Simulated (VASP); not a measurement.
Here is a VASP 6.6.1 calculation.

The input INCAR:

```
SYSTEM = Ir
  PREC = Accurate
  ENCUT = 520
  EDIFF = 1E-6
  ISMEAR = -1
  SIGMA = 0.05
  LREAL = .False.
  LASPH = .True.
  NELM = 80
  ALGO = Normal
  ISIF = 2
  LWAVE = .False.
  LCHARG = .False.
  GGA = PS
  NBANDS = 10
```

Contents of KPOINTS:

```
Automatic mesh
0
Gamma
  18 18 18
  0 0 0
```

The input POSCAR:

```
Ir
1.0
    0.0000000000      1.9260777877      1.9260777877
    1.9260777877      0.0000000000      1.9260777877
    1.9260777877      1.9260777877      0.0000000000
Ir
1
Direct
    0.0000000000      0.0000000000      0.0000000000
```

Potentials or basis: VASP PAW PBE potentials, release 64 (Ir).

Run with:

```bash
$ cat potpaw_PBE.64/Ir/POTCAR > POTCAR
$ mpirun -np 1 vasp_std > vasp.out
```

(1) Estimate the pressure.

Answers

(1) -5.4 GPa.

Caveat: the PAW data sets were made with another functional, which shifts forces and pressure a little.
